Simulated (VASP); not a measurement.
Here is a VASP 6.6.1 calculation.

Contents of INCAR:

```
SYSTEM = La
PREC = Accurate
ENCUT = 520
EDIFF = 1E-6
ISMEAR = -1
SIGMA = 0.15
LREAL = .False.
LASPH = .True.
NELM = 80
ALGO = Normal
ISIF = 2
LWAVE = .False.
LCHARG = .False.
GGA = PE
NBANDS = 12
```

KPOINTS

```
Automatic mesh
0
Gamma
  4 4 4
  0 0 0
```

The input POSCAR:

```
La
1.0
    0.0000000000      2.6448000000      2.6448000000
    2.6448000000      0.0000000000      2.6448000000
    2.6448000000      2.6448000000      0.0000000000
La
1
Direct
    0.0000000000      0.0000000000      0.0000000000
```

Potentials or basis: VASP PAW PBE potentials, release 64 (La).

Command:

```bash
$ cat potpaw_PBE.64/La/POTCAR > POTCAR
$ mpirun -np 1 vasp_std > vasp.out
```

(1) What does it give for the pressure?

Results:

(1) 0.9 GPa.

Caveat: the k points lie up to 0.51 Å⁻¹ apart.
